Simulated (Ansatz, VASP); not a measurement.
# Two plane-wave programs on InAs

The input INCAR:

```
SYSTEM = InAs
  PREC = Accurate
  ENCUT = 500
  EDIFF = 1E-6
  ISMEAR = -1
  SIGMA = 0.02
  LREAL = .FALSE.
  LASPH = .TRUE.
  NELM = 200
  ALGO = Normal
  ISIF = 2
  LWAVE = .FALSE.
  LCHARG = .FALSE.
  ISPIN = 2
  MAGMOM = 0 0 0 0
  LORBIT = 11
  GGA = PS
  NBANDS = 30
  GGA_COMPAT = .FALSE.
```

Contents of KPOINTS:

```
Automatic mesh
0
G
  6 6 4
  0 0 0
```

POSCAR

```
InAs
1.0
    3.9653011097      0.0000000000      0.0000000000
   -1.9826505549      3.4340514946      0.0000000000
    0.0000000000      0.0000000000      6.8488974507
In As
2 2
Direct
    0.0000000000      0.0000000000      0.0000000000
    0.0000000000      0.0000000000      0.5000000000
    0.3333333333      0.6666666667      0.2500000000
    0.6666666667      0.3333333333      0.7500000000
```

Input for Ansatz:

```yaml
crystal:
  lattice:
    - [3.9653011097, 0.0, 0.0]
    - [-1.9826505549, 3.4340514946, 0.0]
    - [0.0, 0.0, 6.8488974507]
  atoms:
    - { symbol: In, position: [0.0, 0.0, 0.0] }
    - { symbol: In, position: [0.0, 0.0, 0.5] }
    - { symbol: As, position: [0.3333333333, 0.6666666667, 0.25] }
    - { symbol: As, position: [0.6666666667, 0.3333333333, 0.75] }
kpoints:
  mp_grid: { grid: [6, 6, 4] }
hamiltonian:
  xc: pbesol
scf:
  occupations: { method: fermi_dirac, width: 0.02 }
  n_extra_bands: 5
  max_iter: 66
output:
  forces: true
  stress: true
  eigenvalues: true
magnetization:
  spin_polarized: true
  initial_magnetization: 2.0
```

Alike in both runs: task single point; functional PBEsol; k mesh 6 × 6 × 4; occupations fermi-dirac, width 0.02 eV; collinear spin.

|  | VASP | Ansatz |
| --- | --- | --- |
| version | VASP 6.6.1 | Ansatz 0.2.0 |
| potentials or method | VASP PAW PBE potentials, release 64 (In_d, As) | plane waves |
| plane-wave cutoff (eV) | 500 | 420 |
| valence electrons in the cell | 36 | 56 |

```csv
,VASP,Ansatz,Ansatz less VASP
gap on the k mesh at the Fermi level (eV),none,none,-
pressure (GPa),-1.0,-1.1,-0.10
"traceless stress, the component that is largest in VASP (GPa)",0.73,0.72,-0.011
net moment per atom (μB),0.00,0.00,0.000
```

VASP's potentials were made for PBE, not for PBEsol. A gap of «none» marks a metal or a gap that the smearing closes. VASP's potentials hold 36 valence electrons a cell and Ansatz's 56, so a difference there can come from the potentials and not from the codes. Ansatz's warnings: moment headroom below auto, seeded moment not kept.
